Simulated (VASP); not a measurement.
A run of VASP 6.6.1 is set up as follows.

Contents of INCAR:

```
SYSTEM = Al
ALGO = Fast
EDIFF = 1E-6
ENCUT = 520
GGA = PS
ISIF = 2
ISMEAR = 0
LASPH = .TRUE.
LCHARG = .FALSE.
LREAL = .FALSE.
LWAVE = .FALSE.
NBANDS = 10
NELM = 100
PREC = Accurate
SIGMA = 0.15
```

The input KPOINTS:

```
k-points
0
G
  24 24 14
  0 0 0
```

POSCAR

```
Al
1.0
    2.9925736898      0.0000000000      0.0000000000
   -1.4962868449      2.5916448380      0.0000000000
    0.0000000000      0.0000000000      4.8691820937
Al
2
Direct
    0.6666666667      0.3333333333      0.7500000000
    0.3333333333      0.6666666667      0.2500000000
```

Potentials or basis: VASP PAW PBE potentials, release 64 (Al).

Launch:

```sh
$ cat potpaw_PBE.64/Al/POTCAR > POTCAR
$ mpirun -np 1 vasp_std > vasp.out
```

Question: What does it give for the band gap on the k mesh?

Answer: Zero (bands 3 and 4 overlap by 7.05 eV).

Question: What does it give for the pressure?

Answer: -8.2 GPa.

Stress tensor (GPa, compression positive):
```
-8.49  0.00  0.00
 0.00 -8.49  0.00
 0.00  0.00 -7.76
```

Caveat: the cell differs from its parent crystal (strain +0.050 along x and y, +0.050 along z); the cell stands under tension; the PAW data sets were made with another functional, which shifts forces and pressure a little.
